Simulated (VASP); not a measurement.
Wanted: the native input for a VASP 6.6.1 run.

```yaml
Task: electric field gradients
Functional: LDA
Potentials_or_basis: VASP PAW LDA potentials, release 64 (Nb_sv, N)
Cutoff: 520 eV
k_mesh: 13 × 13 × 13
Occupations: fermi-dirac, width 0.08 eV
Spin: no spin polarisation
Dipole_correction: no
Further_INCAR_settings: ALGO = Normal; EDIFF = 1e-08; NBANDS = 16
```

The structure of NbN lies in POSCAR:

```
NbN
1.0
    0.0000000000      2.1945000000      2.1725550000
    2.1945000000      0.0000000000      2.1725550000
    2.1945000000      2.1945000000      0.0000000000
Nb N
1 1
Direct
    0.5000000000      0.5000000000      0.5000000000
    0.0000000000      0.0000000000      0.0000000000
```

This cell differs from its parent crystal: zz strain of -1 %.

These files were run (other wordings do the same):

INCAR

```
SYSTEM = NbN
ALGO = Normal
EDIFF = 1E-8
ENCUT = 520
GGA = CA
GGA_COMPAT = .False.
ISIF = 2
ISMEAR = -1
LASPH = .True.
LCHARG = .False.
LEFG = .True.
LREAL = .False.
LWAVE = .False.
NBANDS = 16
NELM = 120
PREC = Accurate
SIGMA = 0.08
```

KPOINTS

```
k-points
0
Gamma
  13 13 13
  0 0 0
```

Potentials or basis: VASP PAW LDA potentials, release 64 (Nb_sv, N).

Command:

```bash
$ cat potpaw_LDA.64/Nb_sv/POTCAR potpaw_LDA.64/N/POTCAR > POTCAR
$ mpirun -np 1 vasp_std > vasp.out
```

It gave:

The pressure is -4.3 GPa and the band gap on the k mesh is zero (band 9 reaches 15.42 eV, above the bottom of band 10 at 11.90 eV).

Caveat: the cell differs from its parent crystal (zz strain of -1 %); without QUAD_EFG the Cq values of the log hold for a quadrupole moment of 1 mb, not for the nuclei.

Wall time 43 s on 1 thread of Intel Xeon 6975P-C, with other jobs on the host, peak memory 0.18 GiB.
